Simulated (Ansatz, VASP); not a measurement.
Fe: VASP beside Ansatz

```
Fe
1.0
    -1.43325    1.43325    1.43325
     1.43325   -1.43325    1.43325
     1.43325    1.43325   -1.43325
Fe
1
Direct
  0.00000 0.00000 0.00000
```

Alike in both runs: functional r2SCAN; k mesh 20 × 20 × 20; occupations gaussian, width 0.1 eV; collinear spin.

Ansatz relaxed the structure, and its values are those at the end. VASP's run is a single point on that final structure, the one shown.

```csv
,VASP,Ansatz
version,VASP 6.6.1,Ansatz 0.2.0
potentials or method,"VASP PAW PBE potentials, release 64 (Fe), cutoff 520 eV","scalar-relativistic, plane waves, PAW"
valence electrons in the cell,8,16
```

|  | VASP | Ansatz | Ansatz less VASP |
| --- | --- | --- | --- |
| gap on the k mesh at the Fermi level (eV) | none | none | - |
| pressure (GPa) | -0.4 | 0.0 | +0.35 |
| net moment per atom (μB) | 2.65 | 2.65 | +0.002 |
| size of the moment on the site where the two differ most (μB) | 2.72 | 2.81 | +0.088 |

VASP's potentials were made for PBE, not for r2SCAN. Site moments also hang on the region over which each program counts them. A gap of «none» marks a metal or a gap that the smearing closes. VASP's potentials hold 8 valence electrons a cell and Ansatz's 16, so a difference there can come from the potentials and not from the codes.
